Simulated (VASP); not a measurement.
# BN (R3m) in VASP: single point with PBEsol

Aim: the single point of BN with PBEsol.

Everything below comes from runs of VASP 6.6.1. Logs are shortened: lines on timing, memory, paths and dates and some standing lists are left out, and cuts for length are marked.

### 1 The cell of the first run

Symmetry: R3m, No. 160, trigonal system. Conventional cell: a = 2.502 Å, b = 2.502 Å, c = 10.119 Å, α = 90.00°, β = 90.00°, γ = 120.00°. Within 1.9 Å of B (site symmetry 3m) lie 3 N at 1.44 Å. N (site symmetry 3m) has 3 B at 1.44 Å within 1.9 Å.

### 2 Single point, PBEsol

Contents of INCAR:

```
PREC     = Accurate       # precision mode
ENCUT    = 520            # plane-wave cutoff, eV
EDIFF    = 1E-7           # SCF threshold, eV
ISMEAR   = 0              # smearing method
SIGMA    = 0.01           # smearing width, eV
LREAL    = F              # projectors in reciprocal space
LASPH    = T              # aspherical terms in the spheres
NELM     = 100            # most SCF steps
ALGO     = Normal         # electronic algorithm
ISIF     = 2              # what is computed and relaxed
LWAVE    = F              # write WAVECAR
LCHARG   = F              # write CHGCAR
GGA      = PS             # functional
NBANDS   = 11             # bands
```

Contents of KPOINTS:

```
Automatic mesh
0
Gamma
  6 6 6
```

Contents of POSCAR:

```
BN
1.0
    1.2511220000      0.7223350000      3.3729340000
   -1.2511220000      0.7223350000      3.3729340000
    0.0000000000     -1.4446710000      3.3729340000
B N
1 1
Direct
    0.9996710000      0.9996710000      0.9996710000
    0.3327620000      0.3327620000      0.3327620000
```

Potentials or basis: VASP PAW PBE potentials, release 64 (B, N).

Started as:

```console
cat potpaw_PBE.64/B/POTCAR potpaw_PBE.64/N/POTCAR > POTCAR
mpirun -np 1 vasp_std > vasp.out
```

OUTCAR:

```text
PREC = Accurate
   ENCUT = 520
   EDIFF = 1E-7
   ISMEAR = 0
   LREAL = F
   LASPH = T
   NELM = 100
   ISIF = 2
   GGA = PS

 ion  position               nearest neighbor table
   1  1.000  1.000  1.000-   2 1.44   2 1.44   2 1.44
   2  0.333  0.333  0.333-   1 1.44   1 1.44   1 1.44

  LATTYP: Found a trigonal (rhomboedric) cell.
 ALAT       =     3.6692993717
 COS(alpha) =     0.7674785490

  Lattice vectors:

 A1 = (   1.2511220000,   0.7223350000,   3.3729340000)
 A2 = (  -1.2511220000,   0.7223350000,   3.3729340000)
 A3 = (   0.0000000000,  -1.4446710000,   3.3729340000)

Analysis of symmetry for initial positions (statically):
=====================================================================
 Subroutine PRICEL returns:
 Original cell was already a primitive cell.

 Routine SETGRP: Setting up the symmetry group for a
 trigonal (rhombohedral) supercell.

 Subroutine GETGRP returns: Found  6 space group operations
 (whereof  6 operations were pure point group operations)
 out of a pool of 12 trial point group operations.

The static configuration has the point symmetry C_3v.

Analysis of symmetry for dynamics (positions and initial velocities):
=====================================================================
 Subroutine PRICEL returns:
 Original cell was already a primitive cell.

 Routine SETGRP: Setting up the symmetry group for a
 trigonal (rhombohedral) supercell.

 Subroutine GETGRP returns: Found  6 space group operations
 (whereof  6 operations were pure point group operations)
 out of a pool of 12 trial point group operations.

The dynamic configuration has the point symmetry C_3v.

 Subroutine INISYM returns: Found  6 space group operations
 (whereof  6 operations are pure point group operations),
 and found     1 'primitive' translations

----------------------------------------------------------------------------------------

                                     Primitive cell

  volume of cell :      18.2893

  direct lattice vectors                    reciprocal lattice vectors
     1.251122000  0.722335000  3.372934000     0.399641282  0.230733094  0.098825951
    -1.251122000  0.722335000  3.372934000    -0.399641282  0.230733094  0.098825951
     0.000000000 -1.444671000  3.372934000     0.000000000 -0.461466189  0.098825883

  length of vectors
     3.669299372  3.669299372  3.669299397     0.471929533  0.471929533  0.471929654

  position of ions in fractional coordinates (direct lattice)
     0.999671000  0.999671000  0.999671000
     0.332762000  0.332762000  0.332762000

  ion indices of the primitive-cell ions
   primitive index   ion index
                 1           1
                 2           2

----------------------------------------------------------------------------------------

 KPOINTS: Automatic mesh

Automatic generation of k-mesh.
 Grid dimensions read from file:
 generate k-points for:    6    6    6

 Generating k-lattice:

  Cartesian coordinates                     Fractional coordinates (reciprocal lattice)
     0.066606880  0.038455516  0.016470992     0.166666667  0.000000000  0.000000000
    -0.066606880  0.038455516  0.016470992     0.000000000  0.166666667  0.000000000
     0.000000000 -0.076911031  0.016470980     0.000000000  0.000000000  0.166666667

  Length of vectors
     0.078654922  0.078654922  0.078654942

  Shift w.r.t. Gamma in fractional coordinates (k-lattice)
     0.000000000  0.000000000  0.000000000

 Subroutine IBZKPT returns following result:
 ===========================================

 Found     32 irreducible k-points:

 Following reciprocal coordinates:
            Coordinates               Weight
  0.000000  0.000000  0.000000      1.000000
  0.166667  0.000000 -0.000000      6.000000
  0.333333  0.000000 -0.000000      6.000000
  0.500000 -0.000000  0.000000      3.000000
  0.166667  0.166667  0.000000      6.000000
  0.333333  0.166667  0.000000     12.000000
[... 16 lines left out ...]
  0.500000  0.500000  0.166667      6.000000
 -0.333333  0.500000  0.166667     12.000000
 [... further k-points ...]
   k-points           NKPTS =     32   k-points in BZ     NKDIM =     32   number of bands    NBANDS=     11
   number of dos      NEDOS =    301   number of ions     NIONS =      2
   total plane-waves  NPLWV =  21952
   dimension x,y,z NGX =    28 NGY =   28 NGZ =   28
   dimension x,y,z NGXF=    56 NGYF=   56 NGZF=   56
   ions per type =               1   1
   NGX,Y,Z   is equivalent  to a cutoff of  12.69, 12.69, 12.69 a.u.
   NGXF,Y,Z  is equivalent  to a cutoff of  25.37, 25.37, 25.37 a.u.
 SYSTEM =  unknown system
   PREC   = accura    normal or accurate (medium, high low for compatibility)
   ISTART =      0    job   : 0-new  1-cont  2-samecut
   ICHARG =      2    charge: 1-file 2-atom 10-const
   ISPIN  =      1    spin polarized calculation?
   LNONCOLLINEAR =      F non collinear calculations
   LSORBIT =      F    spin-orbit coupling
   LASPH  =      T    aspherical Exc in radial PAW
   ENCUT  =  520.0 eV  38.22 Ry    6.18 a.u.   6.82  6.82  6.82*2*pi/ulx,y,z
   NELM   =    100;   NELMIN=  2; NELMDL= -5     # of ELM steps
   EDIFF  = 0.1E-06   stopping-criterion for ELM
   LREAL  =      F    real-space projection
   EDIFFG = 0.1E-05   stopping-criterion for IOM
   NSW    =      0    number of steps for IOM
   IBRION =     -1    ionic relax: 0-MD 1-quasi-New 2-CG
   NFREE  =      0    steps in history (QN), initial steepest desc. (CG)
   ISIF   =      2    stress and relaxation
   ISYM   =      2    0-nonsym 1-usesym 2-fastsym
   POTIM  = 0.5000    time-step for ionic-motion
   TEBEG  =    0.0;   TEEND  =   0.0 temperature during run
   PSTRESS=    0.0 pullay stress
   NELECT =       8.0000    total number of electrons
   NUPDOWN=      -1.0000    fix difference up-down
   EMIN   =  10.00;   EMAX   =-10.00  energy-range for DOS
   EFERMI =   0.00;   METHOD = LEGACY
   ISMEAR =     0;   SIGMA  =   0.01  broadening in eV -4-tet -1-fermi 0-gaus
   EFERMI_NEDOS =   21; number of points for ismear=-14 and -15
   IALGO  =     38    algorithm
   IMIX   =      4    mixing-type and parameters
     AMIX     =   0.40;   BMIX     =  1.00
     AMIX_MAG =   1.60;   BMIX_MAG =  1.00
  volume/ion in A,a.u.               =       9.14        61.71
  Fermi-wavevector in a.u.,A,eV,Ry     =   1.242717  2.348395 21.012102  1.544346
  Thomas-Fermi vector in A             =   2.377059
   LORBIT       =      0    0 simple, 1 ext, 2 COOP (PROOUT), +10 PAW based schemes
   GGA     = PS    functional components
   LHFCALC =     F    Hartree Fock is set to
   AEXX    =    0.0000 exact exchange contribution
   IVDW    =     0    specifies the selected vdW correction
   LEPSILON=     F    determine dielectric tensor
   LRPA    =     F    only Hartree local field effects (RPA)
 non-spin polarized calculation
 Gauss-broadening in eV      SIGMA  =   0.01
  energy-cutoff  :      520.00
  volume of cell :       18.29
 maximum number of plane-waves:       517
   NGX = 13   NGY = 13   NGZ = 13

 number of electron       8.0000000 magnetization

 Free energy of the ion-electron system (eV)
  ---------------------------------------------------
  ext. energy  EPLUGINS =         0.00000000
  ---------------------------------------------------
  free energy    TOTEN  =       -18.28416324 eV

  energy without entropy =      -18.28416324  energy(sigma->0) =      -18.28416324

 E-fermi :   2.1194     XC(G=0): -10.2084

 val. band max:        2.0485856372   @ k =  -0.3333   0.3333   0.0000
 cond. band min:       6.2265246793   @ k =   0.5000   0.5000   0.0000
 fundamental gap:      4.1779390421
 Fermi energy:         2.1194396058

 k-point     1 :       0.0000    0.0000    0.0000
  band No.  band energies     occupation
      1     -15.6880      2.00000
      2      -2.1554      2.00000
      3       0.7882      2.00000
      4       0.7882      2.00000
      5       7.0182      0.00000
      6      13.6900      0.00000
      7      13.6900      0.00000
      8      15.1653      0.00000
      9      16.7697      0.00000
     10      27.7330      0.00000
     11      29.7585      0.00000

 k-point     2 :       0.1667    0.0000   -0.0000
  band No.  band energies     occupation
      1     -15.1415      2.00000
      2      -1.5733      2.00000
      3      -1.2007      2.00000
      4      -0.1014      2.00000
      5       8.0449      0.00000
      6      13.3546      0.00000
      7      13.5339      0.00000
      8      15.9025      0.00000
      9      18.2568      0.00000
     10      25.0513      0.00000
     11      27.4257      0.00000

 k-point     3 :       0.3333    0.0000   -0.0000
  band No.  band energies     occupation
      1     -13.6697      2.00000
      2      -4.8255      2.00000
      3      -1.4583      2.00000
      4       0.0674      2.00000
      5       9.3012      0.00000
      6      10.8776      0.00000
      7      13.4633      0.00000
      8      19.2935      0.00000
      9      20.7560      0.00000
     10      22.0761      0.00000
     11      24.6430      0.00000

 k-point     4 :       0.5000   -0.0000    0.0000
  band No.  band energies     occupation
      1     -12.4672      2.00000
      2      -6.8929      2.00000
      3      -2.0114      2.00000
      4       1.4460      2.00000
      5       7.2622      0.00000
      6      11.9062      0.00000
      7      14.9161      0.00000
      8      16.8991      0.00000
      9      21.8188      0.00000
     10      23.6944      0.00000
     11      24.0282      0.00000
[... 239 lines left out ...]
 k-point    22 :      -0.1667    0.3333    0.1667
  band No.  band energies     occupation
      1     -12.5676      2.00000
      2      -5.9739      2.00000
      3      -3.2251      2.00000
      4       1.3251      2.00000
      5       7.3744      0.00000
      6      12.6314      0.00000
      7      15.0672      0.00000
      8      17.2427      0.00000
      9      20.1335      0.00000
     10      23.8707      0.00000
     11      25.0666      0.00000

 k-point    23 :       0.5000    0.5000    0.1667
  band No.  band energies     occupation
      1     -13.5209      2.00000
      2      -4.7584      2.00000
      3      -1.5081      2.00000
      4      -1.1547      2.00000
      5       8.8687      0.00000
      6      12.2392      0.00000
      7      15.7000      0.00000
      8      19.4523      0.00000
      9      20.6360      0.00000
     10      22.2141      0.00000
     11      27.4707      0.00000

 k-point    24 :      -0.3333    0.5000    0.1667
  band No.  band energies     occupation
      1     -12.4706      2.00000
      2      -5.9685      2.00000
      3      -3.2531      2.00000
      4       0.4731      2.00000
      5       7.3675      0.00000
      6      14.0216      0.00000
      7      15.7605      0.00000
      8      18.1379      0.00000
      9      21.3891      0.00000
     10      22.8758      0.00000
     11      24.6968      0.00000

 [... further k-points ...]

------------------------ aborting loop because EDIFF is reached ----------------------------------------

  FORCE on cell =-STRESS in cart. coord.  units (eV):
  Direction    XX          YY          ZZ          XY          YZ          ZX
  --------------------------------------------------------------------------------------
  -------------------------------------------------------------------------------------
  Total        0.1528659      0.1528658      0.0396971      0.0000000     -0.0000000      0.0000000
  in kB       13.3913251     13.3913143      3.4775410      0.0000000     -0.0000003      0.0000000
  external PRESSURE =      10.0867268 kB  Pullay stress =       0.0000000 kB

 VOLUME and BASIS-vectors are now :
 -----------------------------------------------------------------------------
  energy-cutoff  :      520.00
  volume of cell :       18.29
      direct lattice vectors                 reciprocal lattice vectors
     1.251122000  0.722335000  3.372934000     0.399641282  0.230733094  0.098825951
    -1.251122000  0.722335000  3.372934000    -0.399641282  0.230733094  0.098825951
     0.000000000 -1.444671000  3.372934000     0.000000000 -0.461466189  0.098825883

 POSITION                                       TOTAL-FORCE (eV/Angst)
 -----------------------------------------------------------------------------------
      0.00000     -0.00000     10.11547         0.000000      0.000000     -0.002584
      0.00000     -0.00000      3.36715         0.000000     -0.000000      0.002584
 -----------------------------------------------------------------------------------
    total drift:                                0.000000      0.000022     -0.000066

  FREE ENERGIE OF THE ION-ELECTRON SYSTEM (eV)
  ---------------------------------------------------
  free  energy   TOTEN  =       -18.2841632363 eV

  energy  without entropy=      -18.2841632363  energy(sigma->0) =      -18.28416324
```

Run time: 13 s. Hardware: 1 thread of Intel Xeon 8259CL, shared host; peak memory 0.15 GiB.

What came out:

```
Free energy            : -18.2842 eV
Pressure               : 1.0 GPa
Band gap on the k mesh : 4.18 eV, indirect (least direct gap 4.63 eV)
```

Forces in eV/Å, atoms in the order of the input:
```
B    0.000  0.000 -0.003
N    0.000  0.000  0.003
```

Caveat: the k points lie up to 0.49 Å⁻¹ apart; the PAW data sets were made with another functional, which shifts forces and pressure a little.
